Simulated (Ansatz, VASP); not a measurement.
**One calculation of Ga, two programs**

File INCAR:

```
SYSTEM = Ga
PREC     = Accurate       ! precision mode
ENCUT    = 600            ! plane-wave cutoff, eV
EDIFF    = 1E-6           ! SCF threshold, eV
ISMEAR   = 0              ! smearing method
SIGMA    = 0.1            ! smearing width, eV
LREAL    = .FALSE.        ! projectors in reciprocal space
LASPH    = .TRUE.         ! aspherical terms in the spheres
NELM     = 60             ! most SCF steps
ALGO     = Normal         ! electronic algorithm
ISIF     = 3              ! what is computed and relaxed
LWAVE    = .FALSE.        ! write WAVECAR
LCHARG   = .FALSE.        ! write CHGCAR
GGA      = PS             ! functional
IBRION   = 2              ! ionic algorithm
NSW      = 80             ! ionic steps
EDIFFG   = -0.01          ! ionic threshold
```

Contents of KPOINTS:

```
regular mesh
0
G
  18 18 18
  0 0 0
```

File POSCAR:

```
Ga
1.0
    0.0000000000      2.0690137459      2.0690137459
    2.0690137459      0.0000000000      2.0690137459
    2.0690137459      2.0690137459      0.0000000000
Ga
1
Direct
    0.0000000000      0.0000000000      0.0000000000
```

Input for Ansatz:

```yaml
crystal:
  lattice:
    - [0.0, 2.0690137459, 2.0690137459]
    - [2.0690137459, 0.0, 2.0690137459]
    - [2.0690137459, 2.0690137459, 0.0]
  atoms:
    - { symbol: Ga, position: [0.0, 0.0, 0.0] }
basis:
  ecutwfc: 420
kpoints:
  mp_grid: { grid: [18, 18, 18] }
hamiltonian:
  xc: pbesol
scf:
  occupations: { method: gaussian, width: 0.1 }
output:
  forces: true
  stress: true
  eigenvalues: true
relax:
  adjacent_minimum: "off"
  f_tol: 0.01
  max_steps: 60
  cell: { stress_tol: 0.1 }
```

Alike in both runs: task relaxation of cell and atoms; functional PBEsol; k mesh 18 × 18 × 18; occupations gaussian, width 0.1 eV; no spin polarisation.

|  | VASP | Ansatz |
| --- | --- | --- |
| version | VASP 6.6.1 | Ansatz 0.2.0 |
| potentials or method | VASP PAW PBE potentials, release 64 (Ga_d), cutoff 600 eV | scalar-relativistic, plane waves, PAW |
| valence electrons in the cell | 13 | 13 |

Ansatz gave:

* gap on the k mesh at the Fermi level, each at its own relaxed structure (eV): none
* relaxed volume (Å³/atom): 17.79
* relaxed cell length with the largest relative difference (Å): 2.930

What did VASP give for the same quantities?

gap on the k mesh at the Fermi level, each at its own relaxed structure (eV): none; relaxed volume (Å³/atom): 17.78; relaxed cell length with the largest relative difference (Å): 2.930.

VASP's potentials were made for PBE, not for PBEsol. A gap of «none» marks a metal or a gap that the smearing closes.
